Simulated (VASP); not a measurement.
Here is a VASP 6.6.1 calculation.

Contents of POSCAR:

```
PbS
1.0
    0.0000000000      3.2561955784      3.2561955784
    3.2561955784      0.0000000000      3.2561955784
    3.2561955784      3.2561955784      0.0000000000
Pb S
1 1
Direct
    0.0000000000      0.0000000000      0.0000000000
    0.2500000000      0.2500000000      0.2500000000
```

The input INCAR.step1:

```
SYSTEM = PbS
  ALGO = Normal
  EDIFF = 1E-4
  ENCUT = 520
  GGA = PE
  ISMEAR = 0
  LASPH = .TRUE.
  LCHARG = .FALSE.
  LREAL = .FALSE.
  LWAVE = .TRUE.
  NBANDS = 17
  NELM = 60
  PREC = Accurate
  SIGMA = 0.05
```

The input INCAR.step2:

```
SYSTEM = PbS
  ALGO = Normal
  EDIFF = 1E-6
  ENCUT = 520
  ISIF = 2
  ISMEAR = 0
  ISTART = 1
  LASPH = .TRUE.
  LCHARG = .TRUE.
  LELF = .TRUE.
  LMIXTAU = .TRUE.
  LREAL = .FALSE.
  LVHAR = .TRUE.
  LWAVE = .FALSE.
  METAGGA = R2SCAN
  NBANDS = 17
  NELM = 60
  PREC = Accurate
  SIGMA = 0.05
```

File KPOINTS:

```
k-points
0
G
  6 6 6
  0 0 0
```

Potentials or basis: VASP PAW PBE potentials, release 64 (Pb_d, S).

The run is started by

```sh
$ cat potpaw_PBE.64/Pb_d/POTCAR potpaw_PBE.64/S/POTCAR > POTCAR
$ cp INCAR.step1 INCAR
$ mpirun -np 1 vasp_std > vasp.out
$ cp INCAR.step2 INCAR
$ mpirun -np 1 vasp_std > vasp.out
```

(1) Estimate the pressure.

(2) What does it give for the band gap on the k mesh?

## Answers

(1) 1.7 GPa.

(2) 0.97 eV, indirect (least direct gap 1.37 eV).

Caveat: the PAW data sets were made with another functional, which shifts forces and pressure a little; spin-orbit coupling is left out, which moves the levels of the heavy elements.
